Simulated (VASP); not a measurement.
# Ga2O3 (R-3c) in VASP: further runs

The runs below take Ga2O3 through single point, with PBEsol, r2SCAN+rVV10.

Everything below comes from runs of VASP 6.6.1. Logs are shortened: lines on timing, memory, paths and dates and some standing lists are left out, and cuts for length are marked.

## 1. The cell of the first run

Symmetry: R-3c, No. 167, trigonal system. The conventional cell has a = 5.000 Å, b = 5.000 Å, c = 13.448 Å, α = 90.00°, β = 90.00°, γ = 120.00°. Ga (site symmetry 3) has 6 O at 1.93 to 2.08 Å within 2.6 Å. O (site symmetry 2) has 4 Ga at 1.93 to 2.08 Å and 8 O at 2.62 to 2.84 Å within 2.9 Å.

## 2. Single point, PBEsol

INCAR reads:

```
SYSTEM = Ga2O3
PREC = Accurate ; ENCUT = 520
EDIFF = 1E-6 ; ISMEAR = -1
SIGMA = 0.03 ; LREAL = .FALSE.
LASPH = .TRUE. ; NELM = 100
ALGO = Normal ; ISIF = 2
LWAVE = .FALSE. ; LCHARG = .TRUE.
GGA = PS ; LELF = .TRUE.
LVHAR = .TRUE. ; NBANDS = 55
```

KPOINTS reads:

```
Automatic mesh
0
G
  6 6 6
  0 0 0
```

POSCAR reads:

```
Ga2O3
1.0
    2.5002355898      1.4435116908      4.4825776864
   -2.5002355898      1.4435116908      4.4825776864
    0.0000000000     -2.8870233816      4.4825776864
Ga O
4 6
Direct
    0.8557125753      0.8557125753      0.8557125753
    0.6442874247      0.6442874247      0.6442874247
    0.1442874247      0.1442874247      0.1442874247
    0.3557125753      0.3557125753      0.3557125753
    0.7500000000      0.4471967729      0.0528032271
    0.4471967729      0.0528032271      0.7500000000
    0.0528032271      0.7500000000      0.4471967729
    0.2500000000      0.5528032271      0.9471967729
    0.9471967729      0.2500000000      0.5528032271
    0.5528032271      0.9471967729      0.2500000000
```

Potentials or basis: VASP PAW PBE potentials, release 64 (Ga_d, O).

The run is started by

```bash
$ cat potpaw_PBE.64/Ga_d/POTCAR potpaw_PBE.64/O/POTCAR > POTCAR
$ mpirun -np 1 vasp_std > vasp.out
```

OUTCAR:

```text
SYSTEM = Ga2O3
   PREC = Accurate
   ENCUT = 520
   EDIFF = 1E-6
   ISMEAR = -1
   LREAL = .FALSE.
   LASPH = .TRUE.
   NELM = 100
   ISIF = 2
   GGA = PS

 ion  position               nearest neighbor table
   1  0.856  0.856  0.856-   9 1.93  10 1.93   8 1.93   7 2.08   5 2.08   6 2.08   2 2.84
   2  0.644  0.644  0.644-   8 1.93  10 1.93   9 1.93   7 2.08   5 2.08   6 2.08   1 2.84
   3  0.144  0.144  0.144-   7 1.93   6 1.93   5 1.93   8 2.08   9 2.08  10 2.08   4 2.84
   4  0.356  0.356  0.356-   5 1.93   6 1.93   7 1.93   8 2.08   9 2.08  10 2.08   3 2.84
   5  0.750  0.447  0.053-   4 1.93   3 1.93   1 2.08   2 2.08
   6  0.447  0.053  0.750-   3 1.93   4 1.93   1 2.08   2 2.08
   7  0.053  0.750  0.447-   3 1.93   4 1.93   1 2.08   2 2.08
   8  0.250  0.553  0.947-   2 1.93   1 1.93   3 2.08   4 2.08
   9  0.947  0.250  0.553-   1 1.93   2 1.93   3 2.08   4 2.08
  10  0.553  0.947  0.250-   1 1.93   2 1.93   3 2.08   4 2.08

  LATTYP: Found a trigonal (rhomboedric) cell.
 ALAT       =     5.3318295847
 COS(alpha) =     0.5602160849

  Lattice vectors:

 A1 = (   2.5002355898,   1.4435116908,   4.4825776864)
 A2 = (  -2.5002355898,   1.4435116908,   4.4825776864)
 A3 = (   0.0000000000,  -2.8870233816,   4.4825776864)

Analysis of symmetry for initial positions (statically):
=====================================================================
 Subroutine PRICEL returns:
 Original cell was already a primitive cell.

 Routine SETGRP: Setting up the symmetry group for a
 trigonal (rhombohedral) supercell.

 Subroutine GETGRP returns: Found 12 space group operations
 (whereof  6 operations were pure point group operations)
 out of a pool of 12 trial point group operations.

The static configuration has the point symmetry S_6 .
 The point group associated with its full space group is D_3d.

Analysis of symmetry for dynamics (positions and initial velocities):
=====================================================================
 Subroutine PRICEL returns:
 Original cell was already a primitive cell.

 Routine SETGRP: Setting up the symmetry group for a
 trigonal (rhombohedral) supercell.

 Subroutine GETGRP returns: Found 12 space group operations
 (whereof  6 operations were pure point group operations)
 out of a pool of 12 trial point group operations.

The dynamic configuration has the point symmetry S_6 .
 The point group associated with its full space group is D_3d.

 Subroutine INISYM returns: Found 12 space group operations
 (whereof  6 operations are pure point group operations),
 and found     1 'primitive' translations

----------------------------------------------------------------------------------------

                                     Primitive cell

  volume of cell :      97.0689

  direct lattice vectors                    reciprocal lattice vectors
     2.500235590  1.443511691  4.482577686     0.199981155  0.115459173  0.074361976
    -2.500235590  1.443511691  4.482577686    -0.199981155  0.115459173  0.074361976
     0.000000000 -2.887023382  4.482577686     0.000000000 -0.230918347  0.074361976

  length of vectors
     5.331829585  5.331829585  5.331829585     0.242596344  0.242596344  0.242596344

  position of ions in fractional coordinates (direct lattice)
     0.855712575  0.855712575  0.855712575
     0.644287425  0.644287425  0.644287425
     0.144287425  0.144287425  0.144287425
     0.355712575  0.355712575  0.355712575
     0.750000000  0.447196773  0.052803227
     0.447196773  0.052803227  0.750000000
     0.052803227  0.750000000  0.447196773
     0.250000000  0.552803227  0.947196773
     0.947196773  0.250000000  0.552803227
     0.552803227  0.947196773  0.250000000

  ion indices of the primitive-cell ions
   primitive index   ion index
                 1           1
                 2           2
                 3           3
                 4           4
                 5           5
                 6           6
                 7           7
                 8           8
                 9           9
                10          10

----------------------------------------------------------------------------------------

 KPOINTS: Automatic mesh

Automatic generation of k-mesh.
 Grid dimensions read from file:
 generate k-points for:    6    6    6

 Generating k-lattice:

  Cartesian coordinates                     Fractional coordinates (reciprocal lattice)
     0.033330192  0.019243196  0.012393663     0.166666667  0.000000000  0.000000000
    -0.033330192  0.019243196  0.012393663     0.000000000  0.166666667  0.000000000
     0.000000000 -0.038486391  0.012393663     0.000000000  0.000000000  0.166666667

  Length of vectors
     0.040432724  0.040432724  0.040432724

  Shift w.r.t. Gamma in fractional coordinates (k-lattice)
     0.000000000  0.000000000  0.000000000

 Subroutine IBZKPT returns following result:
 ===========================================

 Found     32 irreducible k-points:

 Following reciprocal coordinates:
            Coordinates               Weight
  0.000000  0.000000  0.000000      1.000000
  0.166667 -0.000000 -0.000000      6.000000
  0.333333  0.000000  0.000000      6.000000
  0.500000  0.000000 -0.000000      3.000000
  0.166667  0.166667 -0.000000      6.000000
  0.333333  0.166667 -0.000000     12.000000
[... 16 lines left out ...]
  0.500000  0.500000  0.166667      6.000000
 -0.333333  0.500000  0.166667     12.000000
 [... further k-points ...]
   k-points           NKPTS =     32   k-points in BZ     NKDIM =     32   number of bands    NBANDS=     55
   number of dos      NEDOS =    301   number of ions     NIONS =     10
   total plane-waves  NPLWV =  64000
   dimension x,y,z NGX =    40 NGY =   40 NGZ =   40
   dimension x,y,z NGXF=    80 NGYF=   80 NGZF=   80
   ions per type =               4   6
   NGX,Y,Z   is equivalent  to a cutoff of  12.47, 12.47, 12.47 a.u.
   NGXF,Y,Z  is equivalent  to a cutoff of  24.94, 24.94, 24.94 a.u.
 SYSTEM =  Ga2O3
   PREC   = accura    normal or accurate (medium, high low for compatibility)
   ISTART =      0    job   : 0-new  1-cont  2-samecut
   ICHARG =      2    charge: 1-file 2-atom 10-const
   ISPIN  =      1    spin polarized calculation?
   LNONCOLLINEAR =      F non collinear calculations
   LSORBIT =      F    spin-orbit coupling
   LASPH  =      T    aspherical Exc in radial PAW
   ENCUT  =  520.0 eV  38.22 Ry    6.18 a.u.   9.91  9.91  9.91*2*pi/ulx,y,z
   NELM   =    100;   NELMIN=  2; NELMDL= -5     # of ELM steps
   EDIFF  = 0.1E-05   stopping-criterion for ELM
   LREAL  =      F    real-space projection
   EDIFFG = 0.1E-04   stopping-criterion for IOM
   NSW    =      0    number of steps for IOM
   IBRION =     -1    ionic relax: 0-MD 1-quasi-New 2-CG
   NFREE  =      0    steps in history (QN), initial steepest desc. (CG)
   ISIF   =      2    stress and relaxation
   ISYM   =      2    0-nonsym 1-usesym 2-fastsym
   POTIM  = 0.5000    time-step for ionic-motion
   TEBEG  =    0.0;   TEEND  =   0.0 temperature during run
   PSTRESS=    0.0 pullay stress
   NELECT =      88.0000    total number of electrons
   NUPDOWN=      -1.0000    fix difference up-down
   EMIN   =  10.00;   EMAX   =-10.00  energy-range for DOS
   EFERMI =   0.00;   METHOD = LEGACY
   ISMEAR =    -1;   SIGMA  =   0.03  broadening in eV -4-tet -1-fermi 0-gaus
   EFERMI_NEDOS =   21; number of points for ismear=-14 and -15
   IALGO  =     38    algorithm
   IMIX   =      4    mixing-type and parameters
     AMIX     =   0.40;   BMIX     =  1.00
     AMIX_MAG =   1.60;   BMIX_MAG =  1.00
  volume/ion in A,a.u.               =       9.71        65.51
  Fermi-wavevector in a.u.,A,eV,Ry     =   1.584439  2.994156 34.156719  2.510448
  Thomas-Fermi vector in A             =   2.684057
   LORBIT       =      0    0 simple, 1 ext, 2 COOP (PROOUT), +10 PAW based schemes
   GGA     = PS    functional components
   LHFCALC =     F    Hartree Fock is set to
   AEXX    =    0.0000 exact exchange contribution
   IVDW    =     0    specifies the selected vdW correction
   LEPSILON=     F    determine dielectric tensor
   LRPA    =     F    only Hartree local field effects (RPA)
 non-spin polarized calculation
  energy-cutoff  :      520.00
  volume of cell :       97.07
 maximum number of plane-waves:      2642
   NGX = 19   NGY = 19   NGZ = 19

 number of electron      87.9999977 magnetization

 Free energy of the ion-electron system (eV)
  ---------------------------------------------------
  ext. energy  EPLUGINS =         0.00000000
  ---------------------------------------------------
  free energy    TOTEN  =       -63.80821211 eV

  energy without entropy =      -63.80821211  energy(sigma->0) =      -63.80821211

 E-fermi :   5.0277     XC(G=0): -12.4344

 val. band max:        4.3471520630   @ k =  -0.1667   0.1667   0.0000
 cond. band min:       7.0492723625   @ k =   0.0000   0.0000   0.0000
 fundamental gap:      2.7021202994
 Fermi energy:         5.0276974026

 k-point     1 :       0.0000    0.0000    0.0000
  band No.  band energies     occupation
      1     -14.5909      2.00000
      2     -12.5447      2.00000
      3     -12.5447      2.00000
      4     -12.5260      2.00000
      5     -12.5017      2.00000
      6     -12.5017      2.00000
[... 47 lines left out ...]
     54      15.3242      0.00000
     55      16.5497      0.00000

 k-point     2 :       0.1667   -0.0000   -0.0000
  band No.  band energies     occupation
      1     -14.4638      2.00000
      2     -12.6877      2.00000
      3     -12.5589      2.00000
      4     -12.5545      2.00000
      5     -12.5102      2.00000
      6     -12.4906      2.00000
[... 47 lines left out ...]
     54      15.9429      0.00000
     55      16.3613      0.00000
[... 1216 lines left out ...]
     54      16.3785      0.00000
     55      16.5381      0.00000

 k-point    24 :      -0.3333    0.5000    0.1667
  band No.  band energies     occupation
      1     -13.5410      2.00000
      2     -13.2228      2.00000
      3     -12.9108      2.00000
      4     -12.7791      2.00000
      5     -12.5417      2.00000
      6     -12.4953      2.00000
[... 47 lines left out ...]
     54      16.2146      0.00000
     55      16.5515      0.00000

 [... further k-points ...]

------------------------ aborting loop because EDIFF is reached ----------------------------------------

  FORCE on cell =-STRESS in cart. coord.  units (eV):
  Direction    XX          YY          ZZ          XY          YZ          ZX
  --------------------------------------------------------------------------------------
  -------------------------------------------------------------------------------------
  Total        0.4527519      0.4527519      0.4452155     -0.0000000     -0.0000000      0.0000000
  in kB        7.4729236      7.4729236      7.3485315     -0.0000000     -0.0000000      0.0000000
  external PRESSURE =       7.4314596 kB  Pullay stress =       0.0000000 kB

 VOLUME and BASIS-vectors are now :
 -----------------------------------------------------------------------------
  energy-cutoff  :      520.00
  volume of cell :       97.07
      direct lattice vectors                 reciprocal lattice vectors
     2.500235590  1.443511691  4.482577686     0.199981155  0.115459173  0.074361976
    -2.500235590  1.443511691  4.482577686    -0.199981155  0.115459173  0.074361976
     0.000000000 -2.887023382  4.482577686     0.000000000 -0.230918347  0.074361976

 POSITION                                       TOTAL-FORCE (eV/Angst)
 -----------------------------------------------------------------------------------
      0.00000      0.00000     11.50739         0.000000     -0.000000      0.028384
      0.00000      0.00000      8.66421         0.000000     -0.000000     -0.028384
      0.00000      0.00000      1.94034         0.000000      0.000000     -0.028384
      0.00000      0.00000      4.78353         0.000000     -0.000000      0.028384
      0.75708      1.57572      5.60322         0.005053     -0.008752     -0.000000
      0.98608     -1.44351      5.60322        -0.010106     -0.000000     -0.000000
     -1.74316     -0.13221      5.60322         0.005053      0.008752     -0.000000
     -0.75708     -1.57572      7.84451        -0.005053      0.008752     -0.000000
      1.74316      0.13221      7.84451        -0.005053     -0.008752     -0.000000
     -0.98608      1.44351      7.84451         0.010106     -0.000000     -0.000000
 -----------------------------------------------------------------------------------
    total drift:                               -0.000000      0.000000      0.000000

  FREE ENERGIE OF THE ION-ELECTRON SYSTEM (eV)
  ---------------------------------------------------
  free  energy   TOTEN  =       -63.8082121112 eV

  energy  without entropy=      -63.8082121112  energy(sigma->0) =      -63.80821211
```

Wall time 5.8 min (1 thread of Intel Xeon Platinum 8259CL at 2.50GHz (Skylake/Cascade Lake), shared host); peak memory 0.3 GiB.

What came out:

| Item | Value |
| --- | --- |
| Free energy | -63.8082 eV |
| Pressure | 0.7 GPa |
| Largest force | 0.028 eV/Å |
| Band gap on the k mesh | 2.70 eV (least direct gap 2.96 eV) |

Forces in eV/Å, atoms in the order of the input:
```
Ga   0.000  0.000  0.028
Ga   0.000  0.000 -0.028
Ga   0.000  0.000 -0.028
Ga   0.000  0.000  0.028
O    0.005 -0.009  0.000
O   -0.010  0.000  0.000
O    0.005  0.009  0.000
O   -0.005  0.009  0.000
O   -0.005 -0.009  0.000
O    0.010  0.000  0.000
```

Caveat: the PAW data sets were made with another functional, which shifts forces and pressure a little. A k mesh can miss the band edges.

## 3. Single point, r2SCAN+rVV10

This run uses another cell than the first one, of 9.58 Å³/atom.

POSCAR reads:

```
Ga2O3
1.0
    2.4877476462      1.4363017732      4.4670402909
   -2.4877476462      1.4363017732      4.4670402909
    0.0000000000     -2.8726035464      4.4670402909
Ga O
4 6
Direct
    0.8554946900      0.8554946900      0.8554946900
    0.6445053100      0.6445053100      0.6445053100
    0.1445053100      0.1445053100      0.1445053100
    0.3554946900      0.3554946900      0.3554946900
    0.7500000000      0.4464323345      0.0535676655
    0.4464323345      0.0535676655      0.7500000000
    0.0535676655      0.7500000000      0.4464323345
    0.2500000000      0.5535676655      0.9464323345
    0.9464323345      0.2500000000      0.5535676655
    0.5535676655      0.9464323345      0.2500000000
```

INCAR.step1 reads:

```
SYSTEM = Ga2O3
PREC = Accurate
ENCUT = 520
ISMEAR = -1
SIGMA = 0.03
LREAL = .False.
LASPH = .True.
NELM = 80
NBANDS = 55
GGA = PE
ALGO = Normal
EDIFF = 1E-4
LWAVE = .True.
LCHARG = .False.
```

INCAR.step2 reads:

```
SYSTEM = Ga2O3
PREC = Accurate
ENCUT = 520
EDIFF = 1E-7
ISMEAR = -1
SIGMA = 0.03
LREAL = .False.
LASPH = .True.
NELM = 80
ALGO = Normal
ISIF = 2
LWAVE = .False.
LCHARG = .True.
METAGGA = R2SCAN
LMIXTAU = .True.
LUSE_VDW = .True.
IVDW_NL = 2
BPARAM = 11.95
CPARAM = 0.0093
LELF = .True.
LVHAR = .True.
NBANDS = 55
ISTART = 1
```

KPOINTS reads:

```
regular mesh
0
Gamma
  6 6 6
  0 0 0
```

Potentials or basis: VASP PAW PBE potentials, release 64 (Ga_d, O).

The run is started by

```bash
$ cat potpaw_PBE.64/Ga_d/POTCAR potpaw_PBE.64/O/POTCAR > POTCAR
$ cp INCAR.step1 INCAR
$ mpirun -np 1 vasp_std > vasp.out
$ cp INCAR.step2 INCAR
$ mpirun -np 1 vasp_std > vasp.out
```

Wall time 17 min (1 thread of Intel Xeon Platinum 8259CL at 2.50GHz (Skylake/Cascade Lake), shared host); peak memory 0.56 GiB.

It converged, with:

| Item | Value |
| --- | --- |
| Free energy | -99.9025 eV |
| Pressure | 1.9 GPa |
| Largest force | 0.040 eV/Å |
| Band gap on the k mesh | 3.59 eV (least direct gap 3.85 eV) |

Forces on the atoms (eV/Å):
```
Ga   0.000  0.000 -0.029
Ga   0.000  0.000  0.029
Ga   0.000  0.000  0.029
Ga   0.000  0.000 -0.029
O   -0.020  0.035  0.000
O    0.040  0.000  0.000
O   -0.020 -0.035  0.000
O    0.020 -0.035  0.000
O    0.020  0.035  0.000
O   -0.040  0.000  0.000
```

Stress tensor (GPa, compression positive):
```
2.11 0.00 0.00
0.00 2.11 0.00
0.00 0.00 1.45
```

Levels at points of the mesh, in eV from the valence-band top:
```
           k point  band 41  band 42  band 43  band 44  band 45  band 46  band 47  band 48
(0.00, 0.00, 0.00)    -0.31    -0.31    -0.27    -0.27     3.59     7.57     7.66     9.80
(0.50, 0.00, 0.00)    -1.02    -1.02    -0.16    -0.16     7.27     7.27     7.58     7.58
(0.50, 0.50, 0.00)    -0.88    -0.70    -0.25    -0.14     7.44     7.62     8.47     8.65
(0.50, 0.50, 0.50)    -0.30    -0.30    -0.30    -0.30     6.68     6.68     8.77     8.77
```

Caveat: the PAW data sets were made with another functional, which shifts forces and pressure a little. A k mesh can miss the band edges.
